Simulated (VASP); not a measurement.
# Al (Fm-3m) in VASP: notebook, part 2 of 2

VASP 6.6.1. Earlier steps stand in the parts before.

## (3) Relaxation of cell and atoms, LDA

This run uses another cell than the first one, of 16.61 Å³/atom, 1.052 times its volume.

File INCAR:

```
SYSTEM = Al
ALGO = Fast
EDIFF = 1E-7
EDIFFG = -0.003
ENCUT = 600
GGA = CA
IBRION = 2
ISIF = 3
ISMEAR = 0
LASPH = .TRUE.
LCHARG = .FALSE.
LREAL = .FALSE.
LWAVE = .FALSE.
NELM = 60
NSW = 80
PREC = Accurate
SIGMA = 0.1
```

File KPOINTS:

```
k-points
0
G
  20 20 20
  0 0 0
```

File POSCAR:

```
Al
1.0
    0.0000000000      2.0250000000      2.0250000000
    2.0250000000      0.0000000000      2.0250000000
    2.0250000000      2.0250000000      0.0000000000
Al
1
Direct
    0.0000000000      0.0000000000      0.0000000000
```

Potentials or basis: VASP PAW LDA potentials, release 64 (Al).

Started as:

```console
$ cat potpaw_LDA.64/Al/POTCAR > POTCAR
$ mpirun -np 1 vasp_std > vasp.out
```

OUTCAR:

```text
SYSTEM = Al
   EDIFF = 1E-7
   EDIFFG = -0.003
   ENCUT = 600
   GGA = CA
   IBRION = 2
   ISIF = 3
   ISMEAR = 0
   LASPH = .TRUE.
   LREAL = .FALSE.
   NELM = 60
   NSW = 80
   PREC = Accurate

 ion  position               nearest neighbor table
   1  0.000  0.000  0.000-

  LATTYP: Found a face centered cubic cell.
 ALAT       =     4.0500000000

  Lattice vectors:

 A1 = (   0.0000000000,   2.0250000000,   2.0250000000)
 A2 = (   2.0250000000,   0.0000000000,   2.0250000000)
 A3 = (   2.0250000000,   2.0250000000,   0.0000000000)

Analysis of symmetry for initial positions (statically):
=====================================================================
 Subroutine PRICEL returns:
 Original cell was already a primitive cell.

 Routine SETGRP: Setting up the symmetry group for a
 face centered cubic supercell.

 Subroutine GETGRP returns: Found 48 space group operations
[... 9 lines left out ...]

 Routine SETGRP: Setting up the symmetry group for a
 face centered cubic supercell.

 Subroutine GETGRP returns: Found 48 space group operations
[... 11 lines left out ...]
                                     Primitive cell

  volume of cell :      16.6075

  direct lattice vectors                    reciprocal lattice vectors
     0.000000000  2.025000000  2.025000000    -0.246913580  0.246913580  0.246913580
     2.025000000  0.000000000  2.025000000     0.246913580 -0.246913580  0.246913580
     2.025000000  2.025000000  0.000000000     0.246913580  0.246913580 -0.246913580

  length of vectors
     2.863782464  2.863782464  2.863782464     0.427666866  0.427666866  0.427666866

  position of ions in fractional coordinates (direct lattice)
     0.000000000  0.000000000  0.000000000

  ion indices of the primitive-cell ions
   primitive index   ion index
                 1           1

----------------------------------------------------------------------------------------

 KPOINTS: k-points

Automatic generation of k-mesh.
 Grid dimensions read from file:
 generate k-points for:   20   20   20

 Generating k-lattice:

  Cartesian coordinates                     Fractional coordinates (reciprocal lattice)
    -0.012345679  0.012345679  0.012345679     0.050000000  0.000000000  0.000000000
     0.012345679 -0.012345679  0.012345679     0.000000000  0.050000000  0.000000000
     0.012345679  0.012345679 -0.012345679     0.000000000  0.000000000  0.050000000

  Length of vectors
     0.021383343  0.021383343  0.021383343

  Shift w.r.t. Gamma in fractional coordinates (k-lattice)
     0.000000000  0.000000000  0.000000000

 Subroutine IBZKPT returns following result:
 ===========================================

 Found    256 irreducible k-points:

 Following reciprocal coordinates:
            Coordinates               Weight
  0.000000  0.000000  0.000000      1.000000
  0.050000  0.000000  0.000000      8.000000
  0.100000  0.000000  0.000000      8.000000
  0.150000  0.000000  0.000000      8.000000
  0.200000  0.000000  0.000000      8.000000
  0.250000  0.000000  0.000000      8.000000
[... 16 lines left out ...]
 -0.400000  0.050000  0.000000     24.000000
 -0.350000  0.050000  0.000000     24.000000
 [... further k-points ...]
   k-points           NKPTS =    256   k-points in BZ     NKDIM =    256   number of bands    NBANDS=      5
   number of dos      NEDOS =    301   number of ions     NIONS =      1
   total plane-waves  NPLWV =  13824
   dimension x,y,z NGX =    24 NGY =   24 NGZ =   24
   dimension x,y,z NGXF=    48 NGYF=   48 NGZF=   48
   ions per type =               1
   NGX,Y,Z   is equivalent  to a cutoff of  13.93, 13.93, 13.93 a.u.
   NGXF,Y,Z  is equivalent  to a cutoff of  27.86, 27.86, 27.86 a.u.
 SYSTEM =  Al
   PREC   = accura    normal or accurate (medium, high low for compatibility)
   ISTART =      0    job   : 0-new  1-cont  2-samecut
   ICHARG =      2    charge: 1-file 2-atom 10-const
   ISPIN  =      1    spin polarized calculation?
   LNONCOLLINEAR =      F non collinear calculations
   LSORBIT =      F    spin-orbit coupling
   LASPH  =      T    aspherical Exc in radial PAW
   ENCUT  =  600.0 eV  44.10 Ry    6.64 a.u.   5.72  5.72  5.72*2*pi/ulx,y,z
   NELM   =     60;   NELMIN=  2; NELMDL= -5     # of ELM steps
   EDIFF  = 0.1E-06   stopping-criterion for ELM
   LREAL  =      F    real-space projection
   EDIFFG = -.3E-02   stopping-criterion for IOM
   NSW    =     80    number of steps for IOM
   IBRION =      2    ionic relax: 0-MD 1-quasi-New 2-CG
   NFREE  =      1    steps in history (QN), initial steepest desc. (CG)
   ISIF   =      3    stress and relaxation
   ISYM   =      2    0-nonsym 1-usesym 2-fastsym
   POTIM  = 0.5000    time-step for ionic-motion
   TEBEG  =    0.0;   TEEND  =   0.0 temperature during run
   PSTRESS=    0.0 pullay stress
   NELECT =       3.0000    total number of electrons
   NUPDOWN=      -1.0000    fix difference up-down
   EMIN   =  10.00;   EMAX   =-10.00  energy-range for DOS
   EFERMI =   0.00;   METHOD = LEGACY
   ISMEAR =     0;   SIGMA  =   0.10  broadening in eV -4-tet -1-fermi 0-gaus
   EFERMI_NEDOS =   21; number of points for ismear=-14 and -15
   IALGO  =     68    algorithm
   IMIX   =      4    mixing-type and parameters
     AMIX     =   0.40;   BMIX     =  1.00
     AMIX_MAG =   1.60;   BMIX_MAG =  1.00
  volume/ion in A,a.u.               =      16.61       112.07
  Fermi-wavevector in a.u.,A,eV,Ry     =   0.925437  1.748822 11.652489  0.856434
  Thomas-Fermi vector in A             =   2.051291
   LORBIT       =      0    0 simple, 1 ext, 2 COOP (PROOUT), +10 PAW based schemes
   GGA     = CA    functional components
   LHFCALC =     F    Hartree Fock is set to
   AEXX    =    0.0000 exact exchange contribution
   IVDW    =     0    specifies the selected vdW correction
   LEPSILON=     F    determine dielectric tensor
   LRPA    =     F    only Hartree local field effects (RPA)
 conjugate gradient relaxation of ions
 non-spin polarized calculation
 RMM-DIIS sequential band-by-band and
 Gauss-broadening in eV      SIGMA  =   0.10
  energy-cutoff  :      600.00
  volume of cell :       16.61
 maximum number of plane-waves:       568
   NGX = 11   NGY = 11   NGZ = 11

--------------------------------------- Ionic step        1  -------------------------------------------

 number of electron       3.0000000 magnetization

 Free energy of the ion-electron system (eV)
  ---------------------------------------------------
  ext. energy  EPLUGINS =         0.00000000
  ---------------------------------------------------
  free energy    TOTEN  =        -4.18257013 eV

  energy without entropy =       -4.18025967  energy(sigma->0) =       -4.18141490

------------------------ aborting loop because EDIFF is reached ----------------------------------------

  FORCE on cell =-STRESS in cart. coord.  units (eV):
  Direction    XX          YY          ZZ          XY          YZ          ZX
  --------------------------------------------------------------------------------------
  -------------------------------------------------------------------------------------
  Total       -0.3779998     -0.3779998     -0.3779998     -0.0000000     -0.0000000     -0.0000000
  in kB      -36.4667484    -36.4667484    -36.4667484     -0.0000000     -0.0000000     -0.0000000
  external PRESSURE =     -36.4667484 kB  Pullay stress =       0.0000000 kB
[... 55 lines left out ...]
  energy  without entropy=       -4.1896343411  energy(sigma->0) =       -4.19080038

--------------------------------------- Ionic step        3  -------------------------------------------

 number of electron       3.0000000 magnetization

 Free energy of the ion-electron system (eV)
  ---------------------------------------------------
  ext. energy  EPLUGINS =         0.00000000
  ---------------------------------------------------
  free energy    TOTEN  =        -4.19210808 eV

  energy without entropy =       -4.18978180  energy(sigma->0) =       -4.19094494

 E-fermi :   8.2994     XC(G=0): -10.5036

 val. band max:        8.2943617481   @ k =  -0.3000   0.5000   0.2000
 cond. band min:       8.3108086219   @ k =  -0.3500   0.3500   0.0000
 fundamental gap:      0.0164468738
 Fermi energy:         8.2994323368

 k-point     1 :       0.0000    0.0000    0.0000
  band No.  band energies     occupation
      1      -3.1557      2.00000
      2      21.0479      0.00000
      3      21.0479      0.00000
      4      21.0479      0.00000
      5      22.7013      0.00000

 k-point     2 :       0.0500    0.0000    0.0000
  band No.  band energies     occupation
      1      -3.0860      2.00000
      2      19.7574      0.00000
      3      20.8005      0.00000
      4      20.8005      0.00000
      5      23.0566      0.00000
[... 169 lines left out ...]
 k-point    24 :      -0.3500    0.0500    0.0000
  band No.  band energies     occupation
      1       0.6056      2.00000
      2       7.6846      2.00000
      3      17.7600      0.00000
      4      20.3459      0.00000
      5      20.3993      0.00000

 [... further k-points ...]
[... 5 lines left out ...]
  --------------------------------------------------------------------------------------
  -------------------------------------------------------------------------------------
  Total        0.0001019      0.0001019      0.0001019     -0.0000000     -0.0000000     -0.0000000
  in kB        0.0103298      0.0103298      0.0103298     -0.0000000     -0.0000000     -0.0000000
  external PRESSURE =       0.0103298 kB  Pullay stress =       0.0000000 kB
[... 16 lines left out ...]
  FREE ENERGIE OF THE ION-ELECTRON SYSTEM (eV)
  ---------------------------------------------------
  free  energy   TOTEN  =        -4.1921080789 eV

  energy  without entropy=       -4.1897818004  energy(sigma->0) =       -4.19094494

 reached required accuracy - stopping structural energy minimisation
```

OSZICAR:

```text
N       E                     dE             d eps       ncg     rms          rms(c)
DAV:   1    -0.173631659016E+01   -0.17363E+01   -0.10113E+03  2640   0.390E+02
DAV:   2    -0.418590073522E+01   -0.24496E+01   -0.23100E+01  3245   0.337E+01
DAV:   3    -0.421137334587E+01   -0.25473E-01   -0.25295E-01  3410   0.386E+00
[... 18 lines left out ...]
       N       E                     dE             d eps       ncg     rms          rms(c)
DAV:   1    -0.419212430245E+01   -0.15795E-03   -0.16768E-03  3285   0.259E-01    0.359E-02
RMM:   2    -0.419211449658E+01    0.98059E-05   -0.82219E-06  2560   0.276E-02    0.163E-02
RMM:   3    -0.419210814841E+01    0.63482E-05   -0.28728E-06  2560   0.130E-02    0.384E-03
RMM:   4    -0.419210807892E+01    0.69494E-07   -0.62582E-07  2515   0.672E-03
   3 F= -.41921081E+01 E0= -.41909449E+01  d E =-.953795E-02
```

Run time: 44 s. Hardware: 1 thread of Intel Xeon 8259CL, shared host; peak memory 0.15 GiB.

Results:

```yaml
Free_energy: -4.1921 eV
Relaxed_volume: 15.81 Å³/atom
Relaxed_cell: a = 2.817 Å, b = 2.817 Å, c = 2.817 Å, α = 60.00°, β = 60.00°, γ = 60.00°
Space_group_after_relaxing_to_0.05_Å: Fm-3m (No. 225)
Energy_gained_by_relaxing: 9.5 meV/atom
Ionic_steps: 3
Pressure_after_relaxing: 0.0 GPa
```

The path:
| step | energy change (eV) | largest force (eV/Å) | pressure (GPa) | volume (Å³) |
| --- | --- | --- | --- | --- |
| 1 | 0.0000 | 0.0000 | -3.65 | 16.61 |
| 2 | -0.0094 | 0.0000 | 0.50 | 15.72 |
| 3 | -0.0095 | 0.0000 | 0.00 | 15.81 |

Final structure:
```yaml
crystal:
  lattice:
    - [0.00000, 1.99194, 1.99194]
    - [1.99194, 0.00000, 1.99194]
    - [1.99194, 1.99194, 0.00000]
  atoms:
    - { symbol: Al, position: [0.00000, 0.00000, 0.00000] }
```
